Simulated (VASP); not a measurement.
Wanted: the native input for a VASP 6.6.1 run.

```yaml
Task: single point
Functional: PBEsol
Potentials_or_basis: VASP PAW PBE potentials, release 64 (Ti_sv, Al)
Cutoff: 520 eV
k_mesh: 18 × 18 × 10
Occupations: gaussian, width 0.1 eV
Spin: no spin polarisation
Dipole_correction: no
Further_INCAR_settings: ALGO = Normal; EDIFF = 1e-06; NBANDS = 14
```

The structure of TiAl lies in POSCAR:

```
TiAl
1.0
    2.8762941087      0.0000000000      0.0000000000
   -1.4381470543      2.4909437669      0.0000000000
    0.0000000000      0.0000000000      4.6226477164
Ti Al
1 1
Direct
    0.0000000000      0.0000000000      0.0000000000
    0.3333333300      0.6666666700      0.5000000000
```

This cell differs from its parent crystal: strained.

These files were run (other wordings do the same):

INCAR

```
PREC     = Accurate       # precision mode
ENCUT    = 520            # plane-wave cutoff, eV
EDIFF    = 1E-6           # SCF threshold, eV
ISMEAR   = 0              # smearing method
SIGMA    = 0.1            # smearing width, eV
LREAL    = F              # projectors in reciprocal space
LASPH    = T              # aspherical terms in the spheres
NELM     = 60             # most SCF steps
ALGO     = Normal         # electronic algorithm
ISIF     = 2              # what is computed and relaxed
LWAVE    = F              # write WAVECAR
LCHARG   = T              # write CHGCAR
GGA      = PS             # functional
LELF     = T              # ELF
LVHAR    = T            
NBANDS   = 14             # bands
```

KPOINTS

```
regular mesh
0
Gamma
  18 18 10
```

Potentials or basis: VASP PAW PBE potentials, release 64 (Ti_sv, Al).

Launch:

```console
$ cat potpaw_PBE.64/Ti_sv/POTCAR potpaw_PBE.64/Al/POTCAR > POTCAR
$ mpirun -np 1 vasp_std > vasp.out
```

Results of the run:

```
Pressure               : -2.1 GPa
Band gap on the k mesh : zero (an odd number of electrons rules out a gap without spin polarisation)
```

Caveat: the cell differs from its parent crystal (strained); the PAW data sets were made with another functional, which shifts forces and pressure a little.

It took 34 s on 1 thread of Intel(R) Xeon(R) 6975P-C (Granite Rapids) (shared host), peak memory 0.23 GiB.
